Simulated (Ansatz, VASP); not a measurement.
# Two plane-wave programs on Ga

```xyz
4
Lattice="2.2160 -3.7990 0.0000 2.2160 3.7990 0.0000 0.0000 0.0000 4.5555" Properties=species:S:1:pos:R:3 pbc="T T T"
Ga    2.2160   -1.1830    1.8924
Ga    2.2160   -2.6160    4.1701
Ga    2.2160    1.1830    2.6631
Ga    2.2160    2.6160    0.3854
```

Alike in both runs: task electric field gradients; functional r2SCAN; k mesh 9 × 9 × 7; occupations fermi-dirac, width 0.03 eV; no spin polarisation.

```csv
,VASP,Ansatz
version,VASP 6.6.1,Ansatz 0.2.0
potentials or method,"VASP PAW PBE potentials, release 64 (Ga_d)","PAW with Ansatz's default frozen-core files, scalar-relativistic"
plane-wave cutoff (eV),520,500
valence electrons in the cell,52,52
```

|  | VASP | Ansatz | Ansatz less VASP |
| --- | --- | --- | --- |
| pressure (GPa) | 0.2 | 0.1 | -0.10 |
| traceless stress, the component that is largest in VASP (GPa) | 0.57 | 0.52 | -0.054 |
| rms of the force components (eV/Å) | 0.008 | 0.004 | -0.0037 |
| size of Vzz on the site where it differs most (V/Å²) | 42.1 | 45.5 | +3.35 |

VASP's potentials were made for PBE, not for r2SCAN. Atom by atom the forces differ by 0.004 eV/Å (rms over components).
